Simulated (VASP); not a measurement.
# In2O3 (R-3c) in VASP: further runs, part 2 of 2

VASP 6.6.1. Earlier steps stand in the parts before.

## (4) Single point, PBE (epitaxial xy strain -1.0%)

Input file INCAR:

```
PREC     = Accurate       # precision mode
ENCUT    = 520            # plane-wave cutoff, eV
EDIFF    = 1E-6           # SCF threshold, eV
ISMEAR   = -1             # smearing method
SIGMA    = 0.02           # smearing width, eV
LREAL    = F              # projectors in reciprocal space
LASPH    = T              # aspherical terms in the spheres
NELM     = 60             # most SCF steps
ALGO     = Normal         # electronic algorithm
ISIF     = 2              # what is computed and relaxed
LWAVE    = F              # write WAVECAR
LCHARG   = T              # write CHGCAR
GGA      = PE             # functional
LELF     = T              # ELF
LVHAR    = T            
NBANDS   = 55             # bands
```

Input file KPOINTS:

```
regular mesh
0
Gamma
  6 6 6
```

Input file POSCAR:

```
In2O3
1.0
    2.7263656039      1.5740679153      4.9061097174
   -2.7263656039      1.5740679153      4.9061097174
    0.0000000000     -3.1481358306      4.9061097174
In O
4 6
Direct
    0.6438046669      0.6438046669      0.6438046669
    0.8561953331      0.8561953331      0.8561953331
    0.3561953331      0.3561953331      0.3561953331
    0.1438046669      0.1438046669      0.1438046669
    0.0468581256      0.7500000000      0.4531418744
    0.7500000000      0.4531418744      0.0468581256
    0.4531418744      0.0468581256      0.7500000000
    0.9531418744      0.2500000000      0.5468581256
    0.5468581256      0.9531418744      0.2500000000
    0.2500000000      0.5468581256      0.9531418744
```

Potentials or basis: VASP PAW PBE potentials, release 64 (In_d, O).

Run with:

```console
$ cat potpaw_PBE.64/In_d/POTCAR potpaw_PBE.64/O/POTCAR > POTCAR
$ mpirun -np 1 vasp_std > vasp.out
```

OUTCAR:

```text
PREC = Accurate
   ENCUT = 520
   EDIFF = 1E-6
   ISMEAR = -1
   LREAL = F
   LASPH = T
   NELM = 60
   ISIF = 2
   GGA = PE

 ion  position               nearest neighbor table
   1  0.644  0.644  0.644-  10 2.12   9 2.12   8 2.12   6 2.25   5 2.25   7 2.25   2 3.13   3 3.22
                             3 3.22   3 3.22   2 3.62   2 3.62   2 3.62   4 3.99   4 3.99   4 3.99
   2  0.856  0.856  0.856-   8 2.12   9 2.12  10 2.12   6 2.25   5 2.25   7 2.25   1 3.13   4 3.22
                             4 3.22   4 3.22   1 3.62   1 3.62   1 3.62   3 3.99   3 3.99   3 3.99
   3  0.356  0.356  0.356-   6 2.12   7 2.12   5 2.12   8 2.25  10 2.25   9 2.25   4 3.13   1 3.22
[... 1623 lines left out ...]
 VOLUME and BASIS-vectors are now :
 -----------------------------------------------------------------------------
  energy-cutoff  :      520.00
  volume of cell :      126.33
      direct lattice vectors                 reciprocal lattice vectors
     2.726365604  1.574067915  4.906109717     0.183394332  0.105882767  0.067942495
    -2.726365604  1.574067915  4.906109717    -0.183394332  0.105882767  0.067942495
     0.000000000 -3.148135831  4.906109717     0.000000000 -0.211765534  0.067942495

 POSITION                                       TOTAL-FORCE (eV/Angst)
 -----------------------------------------------------------------------------------
      0.00000      0.00000      9.47573         0.000000     -0.000000     -0.089023
      0.00000      0.00000     12.60176         0.000000      0.000000      0.089023
      0.00000      0.00000      5.24260         0.000000      0.000000      0.089023
      0.00000      0.00000      2.11656         0.000000     -0.000000     -0.089023
     -1.91702     -0.17224      6.13264        -0.004709     -0.008156      0.000000
      0.80934      1.74631      6.13264        -0.004709      0.008156      0.000000
      1.10768     -1.57407      6.13264         0.009418     -0.000000      0.000000
      1.91702      0.17224      8.58569         0.004709      0.008156      0.000000
     -1.10768      1.57407      8.58569        -0.009418      0.000000      0.000000
     -0.80934     -1.74631      8.58569         0.004709     -0.008156      0.000000
 -----------------------------------------------------------------------------------
    total drift:                                0.000000      0.000000     -0.000000

  FREE ENERGIE OF THE ION-ELECTRON SYSTEM (eV)
  ---------------------------------------------------
  free  energy   TOTEN  =       -55.2704481057 eV

  energy  without entropy=      -55.2704481057  energy(sigma->0) =      -55.27044811
```

OSZICAR:

```text
N       E                     dE             d eps       ncg     rms          rms(c)
DAV:   1     0.125528198869E+04    0.12553E+04   -0.41300E+04  3631   0.231E+03
DAV:   2     0.190294603649E+03   -0.10650E+04   -0.10128E+04  3717   0.646E+02
DAV:   3    -0.456637118827E+02   -0.23596E+03   -0.22878E+03  3889   0.269E+02
DAV:   4    -0.649024763003E+02   -0.19239E+02   -0.19060E+02  4760   0.832E+01
DAV:   5    -0.653305698328E+02   -0.42809E+00   -0.42706E+00  4448   0.129E+01    0.234E+01
DAV:   6    -0.551712857985E+02    0.10159E+02   -0.37034E+01  5348   0.621E+01    0.184E+01
DAV:   7    -0.553278199775E+02   -0.15653E+00   -0.35933E+00  4090   0.111E+01    0.442E+00
DAV:   8    -0.552832802827E+02    0.44540E-01   -0.25725E-01  5482   0.335E+00    0.262E+00
DAV:   9    -0.552714420467E+02    0.11838E-01   -0.63069E-02  5329   0.282E+00    0.454E-01
DAV:  10    -0.552697625168E+02    0.16795E-02   -0.15812E-02  4986   0.126E+00    0.104E-01
DAV:  11    -0.552704465082E+02   -0.68399E-03   -0.22050E-03  4416   0.293E-01    0.121E-01
DAV:  12    -0.552704443488E+02    0.21594E-05   -0.37461E-04  5442   0.167E-01    0.234E-02
DAV:  13    -0.552704463870E+02   -0.20382E-05   -0.24030E-05  4898   0.403E-02    0.908E-03
DAV:  14    -0.552704482176E+02   -0.18305E-05   -0.22466E-06  3208   0.860E-03    0.320E-03
DAV:  15    -0.552704481057E+02    0.11186E-06   -0.29266E-07  2594   0.515E-03
   1 F= -.55270448E+02 E0= -.55270448E+02  d E =-.724201E-11
```

stdout:

```text
POSCAR found type information on POSCAR InO
 POSCAR found :  2 types and      10 ions
 scaLAPACK will be used
 LDA part: xc-table for (Slater+PW92), standard interpolation
 POSCAR, INCAR and KPOINTS ok, starting setup
 FFT: planning ... GRIDC
 FFT: planning ... GRID_SOFT
 FFT: planning ... GRID
 WAVECAR not read
 entering main loop
```

Wall time 2.8 min (1 thread of Intel Xeon Platinum 8559C (Emerald Rapids), shared host); peak memory 0.39 GiB.

What came out:

* Free energy: -55.2704 eV
* Pressure: 9.1 GPa
* Largest force: 0.089 eV/Å
* Band gap on the k mesh: 1.30 eV, indirect (least direct gap 1.31 eV)

Forces on the atoms (eV/Å):
```
In   0.000  0.000 -0.089
In   0.000  0.000  0.089
In   0.000  0.000  0.089
In   0.000  0.000 -0.089
O   -0.005 -0.008  0.000
O   -0.005  0.008  0.000
O    0.009  0.000  0.000
O    0.005  0.008  0.000
O   -0.009  0.000  0.000
O    0.005 -0.008  0.000
```

Levels at points of the mesh, in eV from the valence-band top:
```
           k point  band 42  band 43  band 44  band 45  band 46  band 47
(0.00, 0.00, 0.00)    -0.27    -0.01    -0.01     1.30     5.62     6.27
(0.50, 0.00, 0.00)    -0.77    -0.08    -0.08     4.99     4.99     5.92
(0.50, 0.50, 0.00)    -0.36    -0.09    -0.04     5.18     5.60     6.51
(0.50, 0.50, 0.50)    -0.17    -0.17    -0.17     4.43     4.43     7.22
```

Caveat: the cell differs from its parent crystal (epitaxial xy strain -1.0%); spin-orbit coupling is left out, which moves the levels of the heavy elements.

## (5) Overview

```csv
cell,gap on the mesh (eV),pressure (GPa),largest force (eV/Å)
"a = 5.887 Å, angles 54.0°, 10 atoms",1.35,13.9,0.07
"a = 5.858 Å, angles 54.9°, 10 atoms",1.34,11.5,0.08
"a = 5.829 Å, angles 55.8°, 10 atoms",1.30,9.1,0.09
```

Alike in all rows: task single point; level PBE; potentials or basis VASP PAW PBE potentials, release 64 (In_d, O); no spin polarisation; k mesh 6 × 6 × 6; cutoff (eV) 520; smearing fermi-dirac 0.02 eV.

Caveats: spin-orbit coupling is left out, which moves the levels of the heavy elements.

Absolute energies hang on the potentials; compare differences alone.
